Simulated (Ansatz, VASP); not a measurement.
CdSe in VASP and in Ansatz

Contents of INCAR:

```
SYSTEM = CdSe
ALGO = Normal ; EDIFF = 1E-6
ENCUT = 500 ; GGA_COMPAT = .FALSE.
ISIF = 2 ; ISMEAR = 0
LASPH = .TRUE. ; LCHARG = .TRUE.
LELF = .TRUE. ; LREAL = .FALSE.
LVHAR = .TRUE. ; LWAVE = .FALSE.
NBANDS = 26 ; NELM = 120
PREC = Accurate ; SIGMA = 0.02
```

Contents of KPOINTS:

```
k-points
0
G
  9 9 4
  0 0 0
```

File POSCAR:

```
CdSe
1.0
    4.2711184697      0.0000000000      0.0000000000
   -2.1355592349      3.6988970974      0.0000000000
    0.0000000000      0.0000000000      7.3914251760
Cd Se
2 2
Direct
    0.6666666667      0.3333333333      0.0042764283
    0.3333333333      0.6666666667      0.5042764283
    0.6666666667      0.3333333333      0.3707235717
    0.3333333333      0.6666666667      0.8707235717
```

Input for Ansatz:

```yaml
crystal:
  lattice:
    - [4.2711184697, 0.0, 0.0]
    - [-2.1355592349, 3.6988970974, 0.0]
    - [0.0, 0.0, 7.391425176]
  atoms:
    - { symbol: Cd, position: [0.6666666667, 0.3333333333, 0.0042764283] }
    - { symbol: Cd, position: [0.3333333333, 0.6666666667, 0.5042764283] }
    - { symbol: Se, position: [0.6666666667, 0.3333333333, 0.3707235717] }
    - { symbol: Se, position: [0.3333333333, 0.6666666667, 0.8707235717] }
basis:
  ecutwfc: 420
kpoints:
  mp_grid: { grid: [9, 9, 4] }
hamiltonian:
  xc: lda
scf:
  occupations: { method: gaussian, width: 0.02 }
output:
  forces: true
  stress: true
  eigenvalues: true
  populations: true
```

Alike in both runs: task single point; functional LDA; k mesh 9 × 9 × 4; occupations gaussian, width 0.02 eV; no spin polarisation.

|  | VASP | Ansatz |
| --- | --- | --- |
| version | VASP 6.6.1 | Ansatz 0.2.0 |
| potentials or method | VASP PAW LDA potentials, release 64 (Cd, Se), cutoff 500 eV | scalar-relativistic, plane waves, PAW |
| valence electrons in the cell | 36 | 72 |

VASP gave:

```
gap on the k mesh at the Fermi level (eV)                     : 0.23
least direct gap on the mesh (eV)                             : 0.23
pressure (GPa)                                                : -3.3
traceless stress, the component that is largest in VASP (GPa) : -2.04
rms of the force components (eV/Å)                            : 0.008
```

Problem. What did Ansatz give for the same quantities?

Solution. gap on the k mesh at the Fermi level (eV): 0.20; least direct gap on the mesh (eV): 0.20; pressure (GPa): -3.6; traceless stress, the component that is largest in VASP (GPa): -2.01; rms of the force components (eV/Å): 0.001.

LDA's correlation is that of Perdew and Zunger in VASP and of Perdew and Wang (1992) in Ansatz. Atom by atom the forces differ by 0.007 eV/Å (rms over components). VASP's potentials hold 36 valence electrons a cell and Ansatz's 72, so a difference there can come from the potentials and not from the codes.
